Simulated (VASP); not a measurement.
Here is a VASP 6.6.1 calculation.

Contents of INCAR:

```
ALGO = Normal ; EDIFF = 1E-6
ENCUT = 520 ; GGA = PE
ISIF = 2 ; ISMEAR = 0
LASPH = T ; LCHARG = T
LELF = T ; LREAL = F
LVHAR = T ; LWAVE = F
NBANDS = 20 ; NELM = 60
PREC = Accurate ; SIGMA = 0.05
```

The input KPOINTS:

```
k-points
0
Gamma
  12 12 12
```

The input POSCAR:

```
SnO2
1.0
    1.6167660720      0.9334403269      4.9182553763
   -1.6167660720      0.9334403269      4.9182553763
    0.0000000000     -1.8668806537      4.9182553763
Sn O
1 2
Direct
    0.5056791028      0.5056791028      0.4886417945
    0.2138136609      0.2138136609      0.2770207008
    0.7440483125      0.7440483125      0.8072553524
```

Potentials or basis: VASP PAW PBE potentials, release 64 (Sn_d, O).

Command:

```sh
$ cat potpaw_PBE.64/Sn_d/POTCAR potpaw_PBE.64/O/POTCAR > POTCAR
$ mpirun -np 1 vasp_std > vasp.out
```

(1) What does it give for the band gap on the k mesh?

(2) Predict the largest force.

## Answers

(1) 1.99 eV, indirect (least direct gap 2.15 eV).

(2) 2.183 eV/Å.

Caveat: the cell differs from its parent crystal (mode 4 frozen in at +0.000 Å and mode 5 at -0.118 Å (largest displacements)); spin-orbit coupling is left out, which moves the levels of the heavy elements; forces of over 1 eV/Å act on the atoms, so gaps and moduli don't describe the material at rest.
